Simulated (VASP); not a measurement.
# CaSb4 (C2/m) in VASP: single point with PBE

Aim: the single point of CaSb4 with PBE.

All numbers are computed with VASP 6.6.1; they aren't measurements. Logs are shortened: lines on timing, memory, paths and dates and some standing lists are left out, and cuts for length are marked.

## Step 1: The cell of the first run

It takes space group C2/m (No. 12, monoclinic). The conventional cell has a = 10.091 Å, b = 4.265 Å, c = 9.191 Å, α = 90.00°, β = 120.22°, γ = 90.00°. Ca (site symmetry 2/m) has 8 Sb at 3.25 to 3.59 Å and 2 Ca at 4.27 Å within 4.3 Å. Sb (site symmetry m) has 5 Sb at 2.92 to 3.54 Å and 1 Ca at 3.59 Å within 3.8 Å. Within 3.9 Å of Sb (site symmetry m) lie 4 Sb at 2.92 to 3.61 Å and 3 Ca at 3.25 to 3.31 Å.

## Step 2: Single point, PBE

File INCAR:

```
PREC     = Accurate       # precision mode
ENCUT    = 520            # plane-wave cutoff, eV
EDIFF    = 1E-6           # SCF threshold, eV
ISMEAR   = 0              # smearing method
SIGMA    = 0.1            # smearing width, eV
LREAL    = False          # projectors in reciprocal space
LASPH    = True           # aspherical terms in the spheres
NELM     = 80             # most SCF steps
ALGO     = Normal         # electronic algorithm
ISIF     = 2              # what is computed and relaxed
LWAVE    = False          # write WAVECAR
LCHARG   = True           # write CHGCAR
GGA      = PE             # functional
LELF     = True           # ELF
LVHAR    = True         
NBANDS   = 23             # bands
```

File KPOINTS:

```
regular mesh
0
Gamma
  4 4 2
```

File POSCAR:

```
CaSb4
1.0
    5.0454389000     -2.1327349000      0.0000000000
    5.0454389000      2.1327349000      0.0000000000
   -4.6260765000      0.0000000000      7.9421199000
Ca Sb
1 4
Direct
    0.5000000000      0.5000000000      0.0000000000
    0.8325330000      0.8325330000      0.4133070000
    0.7095700000      0.7095700000      0.8237510000
    0.2904300000      0.2904300000      0.1762490000
    0.1674670000      0.1674670000      0.5866930000
```

Potentials or basis: VASP PAW PBE potentials, release 64 (Ca_sv, Sb).

On the command line:

```sh
$ cat potpaw_PBE.64/Ca_sv/POTCAR potpaw_PBE.64/Sb/POTCAR > POTCAR
$ mpirun -np 1 vasp_std > vasp.out
```

OUTCAR:

```text
PREC = Accurate
   ENCUT = 520
   EDIFF = 1E-6
   ISMEAR = 0
   LREAL = False
   LASPH = True
   NELM = 80
   ISIF = 2
   GGA = PE

 ion  position               nearest neighbor table
   1  0.500  0.500  0.000-   3 3.25   4 3.25   4 3.31   4 3.31   3 3.31   3 3.31
   2  0.833  0.833  0.413-   5 2.92   4 2.92   4 2.92   5 3.54   5 3.54
   3  0.710  0.710  0.824-   5 2.92   5 2.92   1 3.25   1 3.31   1 3.31   4 3.61   4 3.61
   4  0.290  0.290  0.176-   2 2.92   2 2.92   1 3.25   1 3.31   1 3.31   3 3.61   3 3.61
   5  0.167  0.167  0.587-   2 2.92   3 2.92   3 2.92   2 3.54   2 3.54

  LATTYP: Found a base centered monoclinic cell.
 ALAT       =    10.0908778000
 B/A-ratio  =     0.4227055252
 C/A-ratio  =     0.9108408190
 COS(beta)  =    -0.5033167437

  Lattice vectors:

 A1 = (   5.0454389000,  -2.1327349000,   0.0000000000)
 A2 = (   5.0454389000,   2.1327349000,   0.0000000000)
 A3 = (  -4.6260765000,   0.0000000000,   7.9421199000)

Analysis of symmetry for initial positions (statically):
=====================================================================
 Subroutine PRICEL returns:
 Original cell was already a primitive cell.

 Routine SETGRP: Setting up the symmetry group for a
 base centered monoclinic supercell.

 Subroutine GETGRP returns: Found  4 space group operations
 (whereof  4 operations were pure point group operations)
 out of a pool of  4 trial point group operations.

The static configuration has the point symmetry C_2h.

Analysis of symmetry for dynamics (positions and initial velocities):
=====================================================================
 Subroutine PRICEL returns:
 Original cell was already a primitive cell.

 Routine SETGRP: Setting up the symmetry group for a
 base centered monoclinic supercell.

 Subroutine GETGRP returns: Found  4 space group operations
 (whereof  4 operations were pure point group operations)
 out of a pool of  4 trial point group operations.

The dynamic configuration has the point symmetry C_2h.

 Subroutine INISYM returns: Found  4 space group operations
 (whereof  4 operations are pure point group operations),
 and found     1 'primitive' translations

----------------------------------------------------------------------------------------

                                     Primitive cell

[... 84 lines left out ...]
   NELM   =     80;   NELMIN=  2; NELMDL= -5     # of ELM steps
   EDIFF  = 0.1E-05   stopping-criterion for ELM
   LREAL  =      F    real-space projection
   EDIFFG = 0.1E-04   stopping-criterion for IOM
   NSW    =      0    number of steps for IOM
   IBRION =     -1    ionic relax: 0-MD 1-quasi-New 2-CG
   NFREE  =      0    steps in history (QN), initial steepest desc. (CG)
   ISIF   =      2    stress and relaxation
   ISYM   =      2    0-nonsym 1-usesym 2-fastsym
   POTIM  = 0.5000    time-step for ionic-motion
   TEBEG  =    0.0;   TEEND  =   0.0 temperature during run
   PSTRESS=    0.0 pullay stress
   NELECT =      30.0000    total number of electrons
   NUPDOWN=      -1.0000    fix difference up-down
   EMIN   =  10.00;   EMAX   =-10.00  energy-range for DOS
   EFERMI =   0.00;   METHOD = LEGACY
   ISMEAR =     0;   SIGMA  =   0.10  broadening in eV -4-tet -1-fermi 0-gaus
   EFERMI_NEDOS =   21; number of points for ismear=-14 and -15
   IALGO  =     38    algorithm
   IMIX   =      4    mixing-type and parameters
     AMIX     =   0.40;   BMIX     =  1.00
     AMIX_MAG =   1.60;   BMIX_MAG =  1.00
  volume/ion in A,a.u.               =      34.18       230.69
  Fermi-wavevector in a.u.,A,eV,Ry     =   0.916603  1.732128 11.431079  0.840161
  Thomas-Fermi vector in A             =   2.041477
   LORBIT       =      0    0 simple, 1 ext, 2 COOP (PROOUT), +10 PAW based schemes
   GGA     = PE    functional components
   LHFCALC =     F    Hartree Fock is set to
   AEXX    =    0.0000 exact exchange contribution
   IVDW    =     0    specifies the selected vdW correction
   LEPSILON=     F    determine dielectric tensor
   LRPA    =     F    only Hartree local field effects (RPA)
 non-spin polarized calculation
 Gauss-broadening in eV      SIGMA  =   0.10
  energy-cutoff  :      520.00
  volume of cell :      170.92
 maximum number of plane-waves:      4624
 NGX is ok and might be reduce to    42
   NGX = 21   NGY = 21   NGZ = 35

 number of electron      30.0000000 magnetization

 Free energy of the ion-electron system (eV)
  ---------------------------------------------------
  ext. energy  EPLUGINS =         0.00000000
  ---------------------------------------------------
  free energy    TOTEN  =       -19.84947206 eV

  energy without entropy =      -19.84557656  energy(sigma->0) =      -19.84752431

 E-fermi :   5.2434     XC(G=0):  -8.7602

 val. band max:        5.0585780239   @ k =   0.0000   0.0000   0.5000
 cond. band min:       5.2447678152   @ k =   0.5000   0.0000   0.0000
 fundamental gap:      0.1861897913
 Fermi energy:         5.2433590625

 k-point     1 :       0.0000    0.0000    0.0000
  band No.  band energies     occupation
      1     -36.4466      2.00000
      2     -17.4989      2.00000
      3     -17.4465      2.00000
      4     -17.4221      2.00000
      5      -6.5481      2.00000
      6      -4.9705      2.00000
[... 353 lines left out ...]
     22       8.4313      0.00000
     23       8.9319      0.00000

------------------------ aborting loop because EDIFF is reached ----------------------------------------

  FORCE on cell =-STRESS in cart. coord.  units (eV):
  Direction    XX          YY          ZZ          XY          YZ          ZX
  --------------------------------------------------------------------------------------
  -------------------------------------------------------------------------------------
  Total        0.1036867      0.4815598     -0.3415875      0.0000000      0.0000000     -0.1266136
  in kB        0.9719218      4.5139688     -3.2019183      0.0000000      0.0000000     -1.1868301
  external PRESSURE =       0.7613241 kB  Pullay stress =       0.0000000 kB

 VOLUME and BASIS-vectors are now :
 -----------------------------------------------------------------------------
  energy-cutoff  :      520.00
  volume of cell :      170.92
      direct lattice vectors                 reciprocal lattice vectors
     5.045438900 -2.132734900  0.000000000     0.099099406 -0.234440764  0.057722805
     5.045438900  2.132734900  0.000000000     0.099099406  0.234440764  0.057722805
    -4.626076500  0.000000000  7.942119900     0.000000000  0.000000000  0.125910967

 POSITION                                       TOTAL-FORCE (eV/Angst)
 -----------------------------------------------------------------------------------
      5.04544      0.00000      0.00000         0.000000      0.000000      0.000000
      6.48900      0.00000      3.28253        -0.029080      0.000000      0.003957
      3.34945      0.00000      6.54233        -0.070217      0.000000     -0.028706
      2.11535      0.00000      1.39979         0.070217      0.000000      0.028706
     -1.02420      0.00000      4.65959         0.029080      0.000000     -0.003957
 -----------------------------------------------------------------------------------
    total drift:                                0.000000      0.000000     -0.000000

  FREE ENERGIE OF THE ION-ELECTRON SYSTEM (eV)
  ---------------------------------------------------
  free  energy   TOTEN  =       -19.8494720589 eV

  energy  without entropy=      -19.8455765646  energy(sigma->0) =      -19.84752431
```

OSZICAR:

```text
N       E                     dE             d eps       ncg     rms          rms(c)
DAV:   1     0.182671503469E+03    0.18267E+03   -0.11596E+04   652   0.107E+03
DAV:   2    -0.586494181577E+01   -0.18854E+03   -0.18008E+03   750   0.242E+02
DAV:   3    -0.194776623061E+02   -0.13613E+02   -0.13361E+02  1090   0.562E+01
DAV:   4    -0.200711311106E+02   -0.59347E+00   -0.59018E+00   944   0.104E+01
DAV:   5    -0.201052317007E+02   -0.34101E-01   -0.34096E-01   950   0.196E+00    0.534E+00
DAV:   6    -0.198462422858E+02    0.25899E+00   -0.62548E-01   882   0.389E+00    0.328E+00
DAV:   7    -0.198474211307E+02   -0.11788E-02   -0.15719E-01   861   0.193E+00    0.150E+00
DAV:   8    -0.198486490615E+02   -0.12279E-02   -0.18214E-02   786   0.881E-01    0.260E-01
DAV:   9    -0.198490953089E+02   -0.44625E-03   -0.44792E-03   835   0.348E-01    0.719E-02
DAV:  10    -0.198493417297E+02   -0.24642E-03   -0.76210E-04   939   0.138E-01    0.382E-02
DAV:  11    -0.198494500878E+02   -0.10836E-03   -0.16750E-04   906   0.627E-02    0.160E-02
DAV:  12    -0.198494714650E+02   -0.21377E-04   -0.41316E-05   756   0.348E-02    0.638E-03
DAV:  13    -0.198494720589E+02   -0.59394E-06   -0.19147E-06   693   0.837E-03
   1 F= -.19849472E+02 E0= -.19847524E+02  d E =-.389549E-02
```

stdout:

```text
POSCAR found type information on POSCAR CaSb
 POSCAR found :  2 types and       5 ions
 scaLAPACK will be used
 LDA part: xc-table for (Slater+PW92), standard interpolation
 POSCAR, INCAR and KPOINTS ok, starting setup
 FFT: planning ... GRIDC
 FFT: planning ... GRID_SOFT
 FFT: planning ... GRID
 WAVECAR not read
 entering main loop
```

Wall time 75 s (1 thread of AMD EPYC 9R45 (Zen 5), shared host); peak memory 0.33 GiB.

What came out:

* Free energy: -19.8495 eV
* Pressure: 0.1 GPa
* Largest force: 0.076 eV/Å
* Band gap on the k mesh: zero (band 15 reaches 5.67 eV, above the bottom of band 16 at 5.06 eV)

Forces in eV/Å, atoms in the order of the input:
```
Ca   0.000  0.000  0.000
Sb  -0.029  0.000  0.004
Sb  -0.070  0.000 -0.029
Sb   0.070  0.000  0.029
Sb   0.029  0.000 -0.004
```

Levels at points of the mesh, in eV from the Fermi level:
```
           k point  band 13  band 14  band 15  band 16  band 17  band 18
(0.00, 0.00, 0.00)    -1.72    -1.07    -0.99     0.16     0.74     0.78
(0.50, 0.00, 0.00)    -1.70    -1.54    -1.09     0.00     0.77     0.83
(0.50, 0.50, 0.00)    -1.54    -1.37     0.25     0.27     0.82     1.42
(0.00, 0.00, 0.50)    -1.64    -1.47    -0.43    -0.18     1.04     1.20
(0.50, 0.00, 0.50)    -2.49    -1.63    -1.36     1.07     1.42     1.55
(0.50, 0.50, 0.50)    -1.81    -1.62     0.43     1.20     1.54     1.70
```

Caveat: the k points lie up to 0.41 Å⁻¹ apart; spin-orbit coupling is left out, which moves the levels of the heavy elements.
